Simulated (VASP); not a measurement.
# Si (I4_1/amd) in VASP: a series of runs

Runs on Si. Level: LDA. Tasks: single point.

Program: VASP 6.6.1. These are calculated values, not measurements. Logs are shortened: lines on timing, memory, paths and dates and some standing lists are left out, and cuts for length are marked.

### 1 The cell of the first run

The structure is tetragonal, space group I4_1/amd (No. 141). Conventional cell: a = 4.932 Å, b = 4.932 Å, c = 2.552 Å, α = 90.00°, β = 90.00°, γ = 90.00°. Si (site symmetry -4m2) has 10 Si at 2.55 to 3.12 Å within 3.4 Å.

### 2 Single point, LDA (strain +0.040 along x and y, -0.040 along z)

Input file INCAR:

```
SYSTEM = Si
PREC = Accurate ; ENCUT = 520
EDIFF = 1E-6 ; ISMEAR = 0
SIGMA = 0.15 ; LREAL = .FALSE.
LASPH = .TRUE. ; NELM = 100
ALGO = Normal ; ISIF = 2
LWAVE = .FALSE. ; LCHARG = .FALSE.
NBANDS = 11
```

Input file KPOINTS:

```
Automatic mesh
0
G
  20 20 20
  0 0 0
```

Input file POSCAR:

```
Si
1.0
   -2.4662271967      2.4662271967      1.2760947743
    2.4662271967     -2.4662271967      1.2760947743
    2.4662271967      2.4662271967     -1.2760947743
Si
2
Direct
    0.2500000000      0.7500000000      0.5000000000
    0.5000000000      0.5000000000      0.0000000000
```

Potentials or basis: VASP PAW LDA potentials, release 64 (Si).

Started as:

```console
$ cat potpaw_LDA.64/Si/POTCAR > POTCAR
$ mpirun -np 1 vasp_std > vasp.out
```

OUTCAR:

```text
SYSTEM = Si
   PREC = Accurate
   ENCUT = 520
   EDIFF = 1E-6
   ISMEAR = 0
   LREAL = .FALSE.
   LASPH = .TRUE.
   NELM = 100
   ISIF = 2

 ion  position               nearest neighbor table
   1  0.250  0.750  0.500-   2 2.55   2 2.55   2 2.55   2 2.55   2 3.12   2 3.12   2 3.12   2 3.12

   2  0.500  0.500  0.000-   1 2.55   1 2.55   1 2.55   1 2.55   1 3.12   1 3.12   1 3.12   1 3.12

  LATTYP: Found a body centered tetragonal cell.
 ALAT       =     4.9324543934
 C/A-ratio  =     0.5174279061

  Lattice vectors:

 A1 = (  -2.4662271967,   2.4662271967,   1.2760947743)
 A2 = (   2.4662271967,  -2.4662271967,   1.2760947743)
 A3 = (   2.4662271967,   2.4662271967,  -1.2760947743)

Analysis of symmetry for initial positions (statically):
=====================================================================
 Subroutine PRICEL returns:
 Original cell was already a primitive cell.

 Routine SETGRP: Setting up the symmetry group for a
 body centered tetragonal supercell.

 Subroutine GETGRP returns: Found 16 space group operations
 (whereof  8 operations were pure point group operations)
 out of a pool of 16 trial point group operations.

The static configuration has the point symmetry D_2d.
 The point group associated with its full space group is D_4h.

Analysis of symmetry for dynamics (positions and initial velocities):
=====================================================================
 Subroutine PRICEL returns:
 Original cell was already a primitive cell.

 Routine SETGRP: Setting up the symmetry group for a
 body centered tetragonal supercell.

 Subroutine GETGRP returns: Found 16 space group operations
 (whereof  8 operations were pure point group operations)
 out of a pool of 16 trial point group operations.

The dynamic configuration has the point symmetry D_2d.
 The point group associated with its full space group is D_4h.

 Subroutine INISYM returns: Found 16 space group operations
 (whereof  8 operations are pure point group operations),
 and found     1 'primitive' translations

----------------------------------------------------------------------------------------

                                     Primitive cell

  volume of cell :      31.0462

  direct lattice vectors                    reciprocal lattice vectors
    -2.466227197  2.466227197  1.276094774     0.000000000  0.202738823  0.391820428
     2.466227197 -2.466227197  1.276094774     0.202738823  0.000000000  0.391820428
     2.466227197  2.466227197 -1.276094774     0.202738823  0.202738823  0.000000000

  length of vectors
     3.713888938  3.713888938  3.713888938     0.441164683  0.441164683  0.286715994

  position of ions in fractional coordinates (direct lattice)
     0.250000000  0.750000000  0.500000000
     0.500000000  0.500000000  0.000000000

  ion indices of the primitive-cell ions
   primitive index   ion index
                 1           1
                 2           2

----------------------------------------------------------------------------------------

 KPOINTS: Automatic mesh

Automatic generation of k-mesh.
 Grid dimensions read from file:
 generate k-points for:   20   20   20

 Generating k-lattice:

  Cartesian coordinates                     Fractional coordinates (reciprocal lattice)
     0.000000000  0.010136941  0.019591021     0.050000000  0.000000000  0.000000000
     0.010136941  0.000000000  0.019591021     0.000000000  0.050000000  0.000000000
     0.010136941  0.010136941  0.000000000     0.000000000  0.000000000  0.050000000

  Length of vectors
     0.022058234  0.022058234  0.014335800

  Shift w.r.t. Gamma in fractional coordinates (k-lattice)
     0.000000000  0.000000000  0.000000000

 Subroutine IBZKPT returns following result:
 ===========================================

 Found    641 irreducible k-points:

 Following reciprocal coordinates:
            Coordinates               Weight
  0.000000  0.000000  0.000000      1.000000
  0.050000  0.000000  0.000000      8.000000
  0.100000  0.000000  0.000000      8.000000
  0.150000  0.000000  0.000000      8.000000
  0.200000  0.000000  0.000000      8.000000
  0.250000 -0.000000  0.000000      8.000000
[... 16 lines left out ...]
 -0.400000  0.050000 -0.000000     16.000000
 -0.350000  0.050000 -0.000000     16.000000
 [... further k-points ...]
   k-points           NKPTS =    641   k-points in BZ     NKDIM =    641   number of bands    NBANDS=     11
   number of dos      NEDOS =    301   number of ions     NIONS =      2
   total plane-waves  NPLWV =  21952
   dimension x,y,z NGX =    28 NGY =   28 NGZ =   28
   dimension x,y,z NGXF=    56 NGYF=   56 NGZF=   56
   ions per type =               2
   NGX,Y,Z   is equivalent  to a cutoff of  12.53, 12.53, 12.53 a.u.
   NGXF,Y,Z  is equivalent  to a cutoff of  25.07, 25.07, 25.07 a.u.
 SYSTEM =  Si
   PREC   = accura    normal or accurate (medium, high low for compatibility)
   ISTART =      0    job   : 0-new  1-cont  2-samecut
   ICHARG =      2    charge: 1-file 2-atom 10-const
   ISPIN  =      1    spin polarized calculation?
   LNONCOLLINEAR =      F non collinear calculations
   LSORBIT =      F    spin-orbit coupling
   LASPH  =      T    aspherical Exc in radial PAW
   ENCUT  =  520.0 eV  38.22 Ry    6.18 a.u.   6.91  6.91  6.91*2*pi/ulx,y,z
   NELM   =    100;   NELMIN=  2; NELMDL= -5     # of ELM steps
   EDIFF  = 0.1E-05   stopping-criterion for ELM
   LREAL  =      F    real-space projection
   EDIFFG = 0.1E-04   stopping-criterion for IOM
   NSW    =      0    number of steps for IOM
   IBRION =     -1    ionic relax: 0-MD 1-quasi-New 2-CG
   NFREE  =      0    steps in history (QN), initial steepest desc. (CG)
   ISIF   =      2    stress and relaxation
   ISYM   =      2    0-nonsym 1-usesym 2-fastsym
   POTIM  = 0.5000    time-step for ionic-motion
   TEBEG  =    0.0;   TEEND  =   0.0 temperature during run
   PSTRESS=    0.0 pullay stress
   NELECT =       8.0000    total number of electrons
   NUPDOWN=      -1.0000    fix difference up-down
   EMIN   =  10.00;   EMAX   =-10.00  energy-range for DOS
   EFERMI =   0.00;   METHOD = LEGACY
   ISMEAR =     0;   SIGMA  =   0.15  broadening in eV -4-tet -1-fermi 0-gaus
   EFERMI_NEDOS =   21; number of points for ismear=-14 and -15
   IALGO  =     38    algorithm
   IMIX   =      4    mixing-type and parameters
     AMIX     =   0.40;   BMIX     =  1.00
     AMIX_MAG =   1.60;   BMIX_MAG =  1.00
  volume/ion in A,a.u.               =      15.52       104.76
  Fermi-wavevector in a.u.,A,eV,Ry     =   1.041762  1.968645 14.765965  1.085268
  Thomas-Fermi vector in A             =   2.176397
   LORBIT       =      0    0 simple, 1 ext, 2 COOP (PROOUT), +10 PAW based schemes
   GGA     = CA    functional components
   LHFCALC =     F    Hartree Fock is set to
   AEXX    =    0.0000 exact exchange contribution
   IVDW    =     0    specifies the selected vdW correction
   LEPSILON=     F    determine dielectric tensor
   LRPA    =     F    only Hartree local field effects (RPA)
 non-spin polarized calculation
 Gauss-broadening in eV      SIGMA  =   0.15
  energy-cutoff  :      520.00
  volume of cell :       31.05
 maximum number of plane-waves:       848
   NGX = 13   NGY = 13   NGZ = 13

 number of electron       8.0000000 magnetization

 Free energy of the ion-electron system (eV)
  ---------------------------------------------------
  ext. energy  EPLUGINS =         0.00000000
  ---------------------------------------------------
  free energy    TOTEN  =       -11.46027152 eV

  energy without entropy =      -11.45219995  energy(sigma->0) =      -11.45623573

 E-fermi :   8.8454     XC(G=0): -10.9147

 val. band max:        8.8446687195   @ k =   0.4500   0.1000   0.0500
 cond. band min:       8.8465668125   @ k =  -0.1500   0.4000   0.1500
 fundamental gap:      0.0018980930
 Fermi energy:         8.8454308759

 k-point     1 :       0.0000    0.0000    0.0000
  band No.  band energies     occupation
      1      -4.6722      2.00000
      2       5.8060      2.00000
      3       6.1027      2.00000
      4       6.1027      2.00000
      5      10.3585      0.00000
      6      16.4997      0.00000
      7      16.8666      0.00000
      8      16.8666      0.00000
      9      18.6758      0.00000
     10      19.2373      0.00000
     11      19.8516      0.00000

 k-point     2 :       0.0500    0.0000    0.0000
  band No.  band energies     occupation
      1      -4.6022      2.00000
      2       5.4456      2.00000
      3       6.0880      2.00000
      4       6.5868      2.00000
      5      10.5047      0.00000
      6      15.8914      0.00000
      7      16.8821      0.00000
      8      17.1778      0.00000
      9      17.6813      0.00000
     10      19.1393      0.00000
     11      20.2205      0.00000

 k-point     3 :       0.1000    0.0000    0.0000
  band No.  band energies     occupation
      1      -4.3923      2.00000
      2       5.0937      2.00000
      3       6.0599      2.00000
      4       7.3063      2.00000
      5      10.9256      0.00000
      6      15.0363      0.00000
      7      16.0081      0.00000
      8      16.8860      0.00000
      9      17.1128      0.00000
     10      18.4493      0.00000
     11      20.6857      0.00000

 k-point     4 :       0.1500    0.0000    0.0000
  band No.  band energies     occupation
      1      -4.0431      2.00000
      2       4.8649      2.00000
      3       6.0531      2.00000
      4       8.1308      2.00000
      5      11.5798      0.00000
      6      14.0454      0.00000
      7      14.3758      0.00000
      8      16.0470      0.00000
      9      16.6812      0.00000
     10      18.1858      0.00000
     11      19.4465      0.00000
[... 239 lines left out ...]
 k-point    22 :      -0.4500    0.0500   -0.0000
  band No.  band energies     occupation
      1      -0.0032      2.00000
      2       4.6783      2.00000
      3       5.3729      2.00000
      4       7.0039      2.00000
      5       8.7965      1.35552
      6      11.4667      0.00000
      7      12.7474      0.00000
      8      14.4711      0.00000
      9      16.1936      0.00000
     10      18.6274      0.00000
     11      20.7687      0.00000

 k-point    23 :      -0.4000    0.0500   -0.0000
  band No.  band energies     occupation
      1      -1.0497      2.00000
      2       4.7169      2.00000
      3       6.4255      2.00000
      4       6.6682      2.00000
      5       9.6983      0.00000
      6      12.3541      0.00000
      7      12.9223      0.00000
      8      13.6304      0.00000
      9      16.1742      0.00000
     10      17.1912      0.00000
     11      20.2166      0.00000

 k-point    24 :      -0.3500    0.0500   -0.0000
  band No.  band energies     occupation
      1      -1.9694      2.00000
      2       4.4195      2.00000
      3       6.3095      2.00000
      4       8.0761      2.00000
      5      10.6716      0.00000
      6      12.3908      0.00000
      7      13.1363      0.00000
      8      13.6191      0.00000
      9      15.8525      0.00000
     10      16.6722      0.00000
     11      19.5597      0.00000

 [... further k-points ...]
[... 5 lines left out ...]
  --------------------------------------------------------------------------------------
  -------------------------------------------------------------------------------------
  Total       -1.3363604     -1.3363604     -0.1283986      0.0000000     -0.0000000      0.0000000
  in kB      -68.9644211    -68.9644211     -6.6261566      0.0000000     -0.0000000      0.0000000
  external PRESSURE =     -48.1849996 kB  Pullay stress =       0.0000000 kB

 VOLUME and BASIS-vectors are now :
 -----------------------------------------------------------------------------
  energy-cutoff  :      520.00
  volume of cell :       31.05
      direct lattice vectors                 reciprocal lattice vectors
    -2.466227197  2.466227197  1.276094774     0.000000000  0.202738823  0.391820428
     2.466227197 -2.466227197  1.276094774     0.202738823  0.000000000  0.391820428
     2.466227197  2.466227197 -1.276094774     0.202738823  0.202738823  0.000000000

 POSITION                                       TOTAL-FORCE (eV/Angst)
 -----------------------------------------------------------------------------------
      2.46623      0.00000      0.63805        -0.000000     -0.000000     -0.000000
      0.00000      0.00000      1.27609         0.000000      0.000000      0.000000
 -----------------------------------------------------------------------------------
    total drift:                                0.000000      0.000000      0.000000

  FREE ENERGIE OF THE ION-ELECTRON SYSTEM (eV)
  ---------------------------------------------------
  free  energy   TOTEN  =       -11.4602715163 eV

  energy  without entropy=      -11.4521999469  energy(sigma->0) =      -11.45623573
```

It took 61 s on 1 thread of Intel Xeon 6975P-C (Granite Rapids), shared host; peak memory 0.27 GiB.

What came out:

| Quantity | Value |
| --- | --- |
| Free energy | -11.4603 eV |
| Pressure | -4.8 GPa |
| Band gap on the k mesh | zero (band 4 reaches 10.54 eV, above the bottom of band 5 at 4.92 eV) |

Levels at points of the mesh, in eV from the Fermi level:
| k point | band 2 | band 3 | band 4 | band 5 | band 6 | band 7 |
| --- | --- | --- | --- | --- | --- | --- |
| (0.00, 0.00, 0.00) | -3.04 | -2.74 | -2.74 | 1.51 | 7.65 | 8.02 |
| (0.50, 0.00, 0.00) | -6.36 | -2.27 | -1.51 | -1.25 | 1.38 | 4.29 |
| (0.50, 0.50, 0.00) | -10.62 | -0.04 | -0.04 | 1.79 | 1.79 | 9.59 |
| (0.50, 0.50, 0.50) | -8.58 | -6.66 | -6.66 | 7.20 | 7.20 | 11.57 |

Caveat: the cell differs from its parent crystal (strain +0.040 along x and y, -0.040 along z).

(Continued in part 2 of 3.)
